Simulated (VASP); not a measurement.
A run of VASP 6.6.1:

POSCAR

```
MnSb
1.0
    4.1500000000      0.0000000000      0.0000000000
   -2.0750000000      3.5940054257      0.0000000000
    0.0000000000      0.0000000000      5.7800000000
Sb Mn
2 2
Direct
    0.6666666667      0.3333333333      0.7500000000
    0.3333333333      0.6666666667      0.2500000000
    0.0000000000      0.0000000000      0.5000000000
    0.0000000000      0.0000000000      0.0000000000
```

Contents of INCAR.step1:

```
SYSTEM = MnSb
ALGO = Normal
EDIFF = 1E-6
ENCUT = 520
GGA = PS
ISIF = 2
ISMEAR = -1
ISPIN = 2
LASPH = .True.
LCHARG = .True.
LDAU = .True.
LDAUJ = 0 0
LDAUL = -1 2
LDAUPRINT = 1
LDAUTYPE = 2
LDAUU = 0 3
LMAXMIX = 4
LREAL = .False.
LWAVE = .False.
MAGMOM = 0 0 4 4
NBANDS = 30
NELM = 150
PREC = Accurate
SIGMA = 0.05
```

KPOINTS.step1

```
k-points
0
Gamma
  7 7 5
  0 0 0
```

File INCAR.step2:

```
SYSTEM = MnSb
ALGO = Normal
EDIFF = 1E-6
ENCUT = 520
GGA = PS
ICHARG = 11
ISIF = 2
ISMEAR = -5
ISPIN = 2
LASPH = .True.
LCHARG = .False.
LDAU = .True.
LDAUJ = 0 0
LDAUL = -1 2
LDAUPRINT = 1
LDAUTYPE = 2
LDAUU = 0 3
LMAXMIX = 4
LORBIT = 10
LREAL = .False.
LWAVE = .False.
MAGMOM = 0 0 4 4
NEDOS = 2001
NELM = 150
PREC = Accurate
SIGMA = 0.05
```

File KPOINTS.step2:

```
k-points
0
Gamma
  11 11 8
  0 0 0
```

Potentials or basis: VASP PAW PBE potentials, release 64 (Sb, Mn_pv).

Run with:

```sh
$ cat potpaw_PBE.64/Sb/POTCAR potpaw_PBE.64/Mn_pv/POTCAR > POTCAR
$ cp INCAR.step1 INCAR
$ cp KPOINTS.step1 KPOINTS
$ mpirun -np 1 vasp_std > vasp.out
$ cp INCAR.step2 INCAR
$ cp KPOINTS.step2 KPOINTS
$ mpirun -np 1 vasp_std > vasp.out
```

Hardware: 1 thread of Oxide Virtual Turin-like Processor (shared host).

Q: How long does it take, and how much memory?

A: Wall time 10 min on 1 thread of Oxide Virtual Turin-like Processor, with other jobs on the host, peak memory 0.39 GiB. Counts: k points 80.
